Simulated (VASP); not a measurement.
# GaReSi (P4/nmm) in VASP: a series of runs

GaReSi is run at these levels: PBE; tasks: single point, relaxation of cell and atoms.

Program: VASP 6.6.1. These are calculated values, not measurements. Logs are shortened: lines on timing, memory, paths and dates and some standing lists are left out, and cuts for length are marked.

### 1 The cell of the first run

It takes space group P4/nmm (No. 129, tetragonal). The conventional cell has a = 3.194 Å, b = 3.194 Å, c = 8.054 Å, α = 90.00°, β = 90.00°, γ = 90.00°. Ga (site symmetry 4mm) has 8 Ga at 2.64 to 3.19 Å and 1 Si at 2.66 Å and 5 Re at 2.70 to 2.86 Å within 3.5 Å. Si (site symmetry 4mm) has 5 Re at 2.54 to 2.55 Å and 8 Si at 2.64 to 3.19 Å and 1 Ga at 2.66 Å within 3.4 Å. Re (site symmetry 4mm) has 5 Si at 2.54 to 2.55 Å and 5 Ga at 2.70 to 2.86 Å and 4 Re at 3.19 Å within 3.4 Å.

### 2 Single point, PBE

The input, INCAR:

```
ALGO = Normal ; EDIFF = 1E-6
ENCUT = 520 ; GGA = PE
ISIF = 2 ; ISMEAR = 0
LASPH = T ; LCHARG = T
LELF = T ; LREAL = F
LVHAR = T ; LWAVE = F
NBANDS = 33 ; NELM = 100
PREC = Accurate ; SIGMA = 0.1
```

The input, KPOINTS:

```
k-points
0
Gamma
  6 6 2
```

The input, POSCAR:

```
GaReSi
1.0
    3.1942000000      0.0000000000      0.0000000000
    0.0000000000      3.1942000000      0.0000000000
    0.0000000000      0.0000000000      8.0540000000
Ga Si Re
2 2 2
Direct
    0.5000000000      0.0000000000      0.9146000000
    0.0000000000      0.5000000000      0.0854000000
    0.0000000000      0.5000000000      0.4152000000
    0.5000000000      0.0000000000      0.5848000000
    0.0000000000      0.5000000000      0.7306300000
    0.5000000000      0.0000000000      0.2693700000
```

Potentials or basis: VASP PAW PBE potentials, release 64 (Ga_d, Si, Re).

On the command line:

```console
$ cat potpaw_PBE.64/Ga_d/POTCAR potpaw_PBE.64/Si/POTCAR potpaw_PBE.64/Re/POTCAR > POTCAR
$ mpirun -np 1 vasp_std > vasp.out
```

OUTCAR:

```text
EDIFF = 1E-6
   ENCUT = 520
   GGA = PE
   ISIF = 2
   ISMEAR = 0
   LASPH = T
   LREAL = F
   NELM = 100
   PREC = Accurate

 ion  position               nearest neighbor table
   1  0.500  0.000  0.915-   2 2.64   2 2.64   2 2.64   2 2.64   4 2.66   5 2.70   5 2.70   5 2.70
                             5 2.70   6 2.86
   2  0.000  0.500  0.085-   1 2.64   1 2.64   1 2.64   1 2.64   3 2.66   6 2.70   6 2.70   6 2.70
                             6 2.70   5 2.86
   3  0.000  0.500  0.415-   5 2.54   6 2.55   6 2.55   6 2.55   6 2.55   4 2.64   4 2.64   4 2.64
                             4 2.64   2 2.66
   4  0.500  0.000  0.585-   6 2.54   5 2.55   5 2.55   5 2.55   5 2.55   3 2.64   3 2.64   3 2.64
                             3 2.64   1 2.66
   5  0.000  0.500  0.731-   3 2.54   4 2.55   4 2.55   4 2.55   4 2.55   1 2.70   1 2.70   1 2.70
                             1 2.70   2 2.86
   6  0.500  0.000  0.269-   4 2.54   3 2.55   3 2.55   3 2.55   3 2.55   2 2.70   2 2.70   2 2.70
                             2 2.70   1 2.86

  LATTYP: Found a simple tetragonal cell.
 ALAT       =     3.1942000000
 C/A-ratio  =     2.5214451193

  Lattice vectors:

 A1 = (   3.1942000000,   0.0000000000,   0.0000000000)
 A2 = (   0.0000000000,   3.1942000000,   0.0000000000)
 A3 = (   0.0000000000,   0.0000000000,   8.0540000000)

Analysis of symmetry for initial positions (statically):
=====================================================================
 Subroutine PRICEL returns:
 Original cell was already a primitive cell.

 Routine SETGRP: Setting up the symmetry group for a
 simple tetragonal supercell.

 Subroutine GETGRP returns: Found 16 space group operations
 (whereof  8 operations were pure point group operations)
 out of a pool of 16 trial point group operations.

The static configuration has the point symmetry D_2d.
 The point group associated with its full space group is D_4h.

Analysis of symmetry for dynamics (positions and initial velocities):
=====================================================================
 Subroutine PRICEL returns:
 Original cell was already a primitive cell.

 Routine SETGRP: Setting up the symmetry group for a
 simple tetragonal supercell.

 Subroutine GETGRP returns: Found 16 space group operations
 (whereof  8 operations were pure point group operations)
 out of a pool of 16 trial point group operations.

The dynamic configuration has the point symmetry D_2d.
 The point group associated with its full space group is D_4h.

 Subroutine INISYM returns: Found 16 space group operations
 (whereof  8 operations are pure point group operations),
 and found     1 'primitive' translations

----------------------------------------------------------------------------------------

                                     Primitive cell

  volume of cell :      82.1743

  direct lattice vectors                    reciprocal lattice vectors
     3.194200000  0.000000000  0.000000000     0.313067435  0.000000000  0.000000000
     0.000000000  3.194200000  0.000000000     0.000000000  0.313067435  0.000000000
     0.000000000  0.000000000  8.054000000     0.000000000  0.000000000  0.124161907

  length of vectors
     3.194200000  3.194200000  8.054000000     0.313067435  0.313067435  0.124161907

  position of ions in fractional coordinates (direct lattice)
     0.500000000  0.000000000  0.914600000
     0.000000000  0.500000000  0.085400000
     0.000000000  0.500000000  0.415200000
     0.500000000  0.000000000  0.584800000
     0.000000000  0.500000000  0.730630000
     0.500000000  0.000000000  0.269370000

  ion indices of the primitive-cell ions
   primitive index   ion index
                 1           1
                 2           2
                 3           3
                 4           4
                 5           5
                 6           6

----------------------------------------------------------------------------------------

 KPOINTS: k-points

Automatic generation of k-mesh.
 Grid dimensions read from file:
 generate k-points for:    6    6    2

 Generating k-lattice:

  Cartesian coordinates                     Fractional coordinates (reciprocal lattice)
     0.052177906  0.000000000  0.000000000     0.166666667  0.000000000  0.000000000
     0.000000000  0.052177906  0.000000000     0.000000000  0.166666667  0.000000000
     0.000000000  0.000000000  0.062080954     0.000000000  0.000000000  0.500000000

  Length of vectors
     0.052177906  0.052177906  0.062080954

  Shift w.r.t. Gamma in fractional coordinates (k-lattice)
     0.000000000  0.000000000  0.000000000

 Subroutine IBZKPT returns following result:
 ===========================================

 Found     20 irreducible k-points:

 Following reciprocal coordinates:
            Coordinates               Weight
  0.000000  0.000000  0.000000      1.000000
  0.166667  0.000000  0.000000      4.000000
  0.333333  0.000000  0.000000      4.000000
  0.500000  0.000000  0.000000      2.000000
  0.166667  0.166667  0.000000      4.000000
  0.333333  0.166667  0.000000      8.000000
[... 12 lines left out ...]
  0.500000  0.333333  0.500000      4.000000
  0.500000  0.500000  0.500000      1.000000
   k-points           NKPTS =     20   k-points in BZ     NKDIM =     20   number of bands    NBANDS=     33
   number of dos      NEDOS =    301   number of ions     NIONS =      6
   total plane-waves  NPLWV =  34560
   dimension x,y,z NGX =    24 NGY =   24 NGZ =   60
   dimension x,y,z NGXF=    48 NGYF=   48 NGZF=  120
   ions per type =               2   2   2
   NGX,Y,Z   is equivalent  to a cutoff of  12.49, 12.49, 12.38 a.u.
   NGXF,Y,Z  is equivalent  to a cutoff of  24.98, 24.98, 24.77 a.u.
 SYSTEM =  unknown system
   PREC   = accura    normal or accurate (medium, high low for compatibility)
   ISTART =      0    job   : 0-new  1-cont  2-samecut
   ICHARG =      2    charge: 1-file 2-atom 10-const
   ISPIN  =      1    spin polarized calculation?
   LNONCOLLINEAR =      F non collinear calculations
   LSORBIT =      F    spin-orbit coupling
   LASPH  =      T    aspherical Exc in radial PAW
   ENCUT  =  520.0 eV  38.22 Ry    6.18 a.u.   5.94  5.94 14.98*2*pi/ulx,y,z
   NELM   =    100;   NELMIN=  2; NELMDL= -5     # of ELM steps
   EDIFF  = 0.1E-05   stopping-criterion for ELM
   LREAL  =      F    real-space projection
   EDIFFG = 0.1E-04   stopping-criterion for IOM
   NSW    =      0    number of steps for IOM
   IBRION =     -1    ionic relax: 0-MD 1-quasi-New 2-CG
   NFREE  =      0    steps in history (QN), initial steepest desc. (CG)
   ISIF   =      2    stress and relaxation
   ISYM   =      2    0-nonsym 1-usesym 2-fastsym
   POTIM  = 0.5000    time-step for ionic-motion
   TEBEG  =    0.0;   TEEND  =   0.0 temperature during run
   PSTRESS=    0.0 pullay stress
   NELECT =      48.0000    total number of electrons
   NUPDOWN=      -1.0000    fix difference up-down
   EMIN   =  10.00;   EMAX   =-10.00  energy-range for DOS
   EFERMI =   0.00;   METHOD = LEGACY
   ISMEAR =     0;   SIGMA  =   0.10  broadening in eV -4-tet -1-fermi 0-gaus
   EFERMI_NEDOS =   21; number of points for ismear=-14 and -15
   IALGO  =     38    algorithm
   IMIX   =      4    mixing-type and parameters
     AMIX     =   0.40;   BMIX     =  1.00
     AMIX_MAG =   1.60;   BMIX_MAG =  1.00
  volume/ion in A,a.u.               =      13.70        92.42
  Fermi-wavevector in a.u.,A,eV,Ry     =   1.368495  2.586081 25.480709  1.872779
  Thomas-Fermi vector in A             =   2.494454
   LORBIT       =      0    0 simple, 1 ext, 2 COOP (PROOUT), +10 PAW based schemes
   GGA     = PE    functional components
   LHFCALC =     F    Hartree Fock is set to
   AEXX    =    0.0000 exact exchange contribution
   IVDW    =     0    specifies the selected vdW correction
   LEPSILON=     F    determine dielectric tensor
   LRPA    =     F    only Hartree local field effects (RPA)
 non-spin polarized calculation
 Gauss-broadening in eV      SIGMA  =   0.10
  energy-cutoff  :      520.00
  volume of cell :       82.17
 maximum number of plane-waves:      2264
 NGX is ok and might be reduce to    24
   NGX = 11   NGY = 11   NGZ = 29

 number of electron      47.9999999 magnetization

 Free energy of the ion-electron system (eV)
  ---------------------------------------------------
  ext. energy  EPLUGINS =         0.00000000
  ---------------------------------------------------
  free energy    TOTEN  =       -43.22719117 eV

  energy without entropy =      -43.22623752  energy(sigma->0) =      -43.22671434

 E-fermi :   9.5411     XC(G=0): -12.7590

 val. band max:        9.4279969653   @ k =   0.0000   0.0000   0.5000
 cond. band min:       9.6763096889   @ k =   0.1667   0.0000   0.0000
 fundamental gap:      0.2483127236
 Fermi energy:         9.5410825137

 k-point     1 :       0.0000    0.0000    0.0000
  band No.  band energies     occupation
      1      -5.7956      2.00000
      2      -5.7097      2.00000
      3      -5.6564      2.00000
      4      -5.5981      2.00000
      5      -5.5981      2.00000
      6      -5.4550      2.00000
[... 25 lines left out ...]
     32      15.4668      0.00000
     33      15.5402      0.00000

 k-point     2 :       0.1667    0.0000    0.0000
  band No.  band energies     occupation
      1      -5.7697      2.00000
      2      -5.6850      2.00000
      3      -5.6833      2.00000
      4      -5.6272      2.00000
      5      -5.5827      2.00000
      6      -5.5345      2.00000
[... 25 lines left out ...]
     32      15.4301      0.00000
     33      15.7945      0.00000
[... 610 lines left out ...]
     32      13.2026      0.00000
     33      15.5452      0.00000

 k-point    20 :       0.5000    0.5000    0.5000
  band No.  band energies     occupation
      1      -5.7015      2.00000
      2      -5.7015      2.00000
      3      -5.6946      2.00000
      4      -5.6946      2.00000
      5      -5.4460      2.00000
      6      -5.4460      2.00000
[... 25 lines left out ...]
     32      13.5366      0.00000
     33      14.1879      0.00000

------------------------ aborting loop because EDIFF is reached ----------------------------------------

  FORCE on cell =-STRESS in cart. coord.  units (eV):
  Direction    XX          YY          ZZ          XY          YZ          ZX
  --------------------------------------------------------------------------------------
  -------------------------------------------------------------------------------------
  Total        1.8903579      1.8903579      2.1861373      0.0000000      0.0000000      0.0000000
  in kB       36.8568992     36.8568992     42.6238007      0.0000000      0.0000000      0.0000000
  external PRESSURE =      38.7791997 kB  Pullay stress =       0.0000000 kB

 VOLUME and BASIS-vectors are now :
 -----------------------------------------------------------------------------
  energy-cutoff  :      520.00
  volume of cell :       82.17
      direct lattice vectors                 reciprocal lattice vectors
     3.194200000  0.000000000  0.000000000     0.313067435  0.000000000  0.000000000
     0.000000000  3.194200000  0.000000000     0.000000000  0.313067435  0.000000000
     0.000000000  0.000000000  8.054000000     0.000000000  0.000000000  0.124161907

 POSITION                                       TOTAL-FORCE (eV/Angst)
 -----------------------------------------------------------------------------------
      1.59710      0.00000      7.36619        -0.000000      0.000000      0.008963
      0.00000      1.59710      0.68781         0.000000      0.000000     -0.008963
      0.00000      1.59710      3.34402        -0.000000     -0.000000      0.043546
      1.59710      0.00000      4.70998        -0.000000      0.000000     -0.043546
      0.00000      1.59710      5.88449         0.000000      0.000000     -0.211571
      1.59710      0.00000      2.16951        -0.000000      0.000000      0.211571
 -----------------------------------------------------------------------------------
    total drift:                                0.000000      0.000000      0.000000

  FREE ENERGIE OF THE ION-ELECTRON SYSTEM (eV)
  ---------------------------------------------------
  free  energy   TOTEN  =       -43.2271911667 eV

  energy  without entropy=      -43.2262375224  energy(sigma->0) =      -43.22671434
```

Wall time 76 s (1 thread of AMD EPYC 7R43 (Zen 3), shared host); peak memory 0.17 GiB.

Results:

| Property | Result |
| --- | --- |
| Free energy | -43.2272 eV |
| Pressure | 3.9 GPa |
| Largest force | 0.212 eV/Å |
| Band gap on the k mesh | 0.25 eV, indirect (least direct gap 0.86 eV) |

Forces in eV/Å, atoms in the order of the input:
```
Ga   0.000  0.000  0.009
Ga   0.000  0.000 -0.009
Si   0.000  0.000  0.044
Si   0.000  0.000 -0.044
Re   0.000  0.000 -0.212
Re   0.000  0.000  0.212
```

Stress tensor (GPa, compression positive):
```
3.69 0.00 0.00
0.00 3.69 0.00
0.00 0.00 4.26
```

Levels at points of the mesh, in eV from the valence-band top:
```
           k point  band 20  band 21  band 22  band 23  band 24  band 25  band 26  band 27  band 28  band 29
(0.00, 0.00, 0.00)    -2.15    -0.93    -0.93    -0.10     0.00     0.86     0.86     3.33     4.03     4.39
(0.50, 0.00, 0.00)    -2.74    -2.40    -2.40    -0.86    -0.86     1.54     1.54     2.95     2.95     4.69
(0.50, 0.50, 0.00)    -3.30    -3.29    -3.29    -0.93    -0.93     1.79     1.79     2.32     2.32     3.54
(0.00, 0.00, 0.50)    -2.01    -1.42    -1.42    -0.10     0.00     1.78     2.34     2.34     2.59     2.59
(0.50, 0.00, 0.50)    -2.86    -2.76    -2.76    -0.79    -0.79     1.69     1.69     3.62     3.62     4.67
(0.50, 0.50, 0.50)    -2.46    -1.75    -1.75    -1.56    -1.56     0.54     0.54     1.79     1.79     3.24
```

Caveat: spin-orbit coupling is left out, which moves the levels of the heavy elements. A k mesh can miss the band edges.

### 3 Relaxation of cell and atoms, PBE

The input, INCAR:

```
  PREC = Accurate
  ENCUT = 600
  EDIFF = 1E-6
  ISMEAR = 0
  SIGMA = 0.01
  LREAL = False
  LASPH = True
  NELM = 100
  ALGO = Normal
  ISIF = 3
  LWAVE = False
  LCHARG = False
  GGA = PE
  IBRION = 2
  NSW = 100
  EDIFFG = -0.005
```

The input, KPOINTS:

```
regular mesh
0
Gamma
  12 12 6
```

POSCAR is that of step 2.

Potentials or basis: VASP PAW PBE potentials, release 64 (Ga_d, Si, Re).

On the command line:

```console
$ cat potpaw_PBE.64/Ga_d/POTCAR potpaw_PBE.64/Si/POTCAR potpaw_PBE.64/Re/POTCAR > POTCAR
$ mpirun -np 1 vasp_std > vasp.out
```

It took 26 min on 1 thread of Intel Xeon Platinum 8488C (Sapphire Rapids), shared host; peak memory 0.46 GiB.

Results (log left out):

* Free energy: -43.2860 eV
* Relaxed volume: 13.96 Å³/atom
* Relaxed cell: a = 3.212 Å, b = 3.212 Å, c = 8.120 Å, α = 90.00°, β = 90.00°, γ = 90.00°
* Space group after relaxing (to 0.05 Å): P4/nmm (No. 129)
* Energy gained by relaxing: 3.5 meV/atom
* Ionic steps: 12
* Pressure after relaxing: 0.0 GPa
* Band gap on the k mesh: 0.20 eV, indirect (least direct gap 0.87 eV)

Step by step:
| step | energy change (eV) | largest force (eV/Å) | pressure (GPa) | volume (Å³) |
| --- | --- | --- | --- | --- |
| 1 | 0.0000 | 0.1652 | 3.86 | 82.17 |
| 2 | 0.0281 | 0.2857 | -5.93 | 86.16 |
| 3 | -0.0182 | 0.2071 | -0.10 | 83.68 |
| 4 | -0.0203 | 0.0438 | 0.01 | 83.73 |
| 5 | -0.0203 | 0.0434 | 0.00 | 83.73 |
| 6 | -0.0209 | 0.0395 | -0.01 | 83.74 |
| 7 | -0.0210 | 0.0376 | -0.01 | 83.75 |
| 8 | -0.0210 | 0.0368 | -0.01 | 83.75 |
| 9 | -0.0211 | 0.0052 | 0.08 | 83.74 |
| 10 | -0.0211 | 0.0029 | 0.08 | 83.74 |
| 11 | -0.0211 | 0.0061 | -0.20 | 83.82 |
| 12 | -0.0211 | 0.0007 | 0.03 | 83.76 |

Final structure:
```yaml
crystal:
  lattice:
    - [3.21170, 0.00000, 0.00000]
    - [0.00000, 3.21170, 0.00000]
    - [0.00000, 0.00000, 8.11998]
  atoms:
    - { symbol: Ga, position: [0.50000, 0.00000, 0.91358] }
    - { symbol: Ga, position: [0.00000, 0.50000, 0.08642] }
    - { symbol: Si, position: [0.00000, 0.50000, 0.41562] }
    - { symbol: Si, position: [0.50000, 0.00000, 0.58438] }
    - { symbol: Re, position: [0.00000, 0.50000, 0.72864] }
    - { symbol: Re, position: [0.50000, 0.00000, 0.27136] }
```

Levels at points of the mesh, in eV from the valence-band top:
```
           k point  band 21  band 22  band 23  band 24  band 25  band 26  band 27  band 28
(0.00, 0.00, 0.00)    -0.89    -0.89    -0.11     0.00     0.92     0.92     3.12     3.94
(0.50, 0.00, 0.00)    -2.34    -2.34    -0.83    -0.83     1.49     1.49     2.83     2.83
(0.50, 0.50, 0.00)    -3.20    -3.20    -0.92    -0.92     1.75     1.75     2.24     2.24
(0.00, 0.00, 0.50)    -1.35    -1.35    -0.11     0.00     1.65     2.32     2.32     2.60
(0.50, 0.00, 0.50)    -2.71    -2.71    -0.76    -0.76     1.64     1.64     3.44     3.44
(0.50, 0.50, 0.50)    -1.73    -1.73    -1.54    -1.54     0.50     0.50     1.75     1.75
```

Caveat: spin-orbit coupling is left out, which moves the levels of the heavy elements.
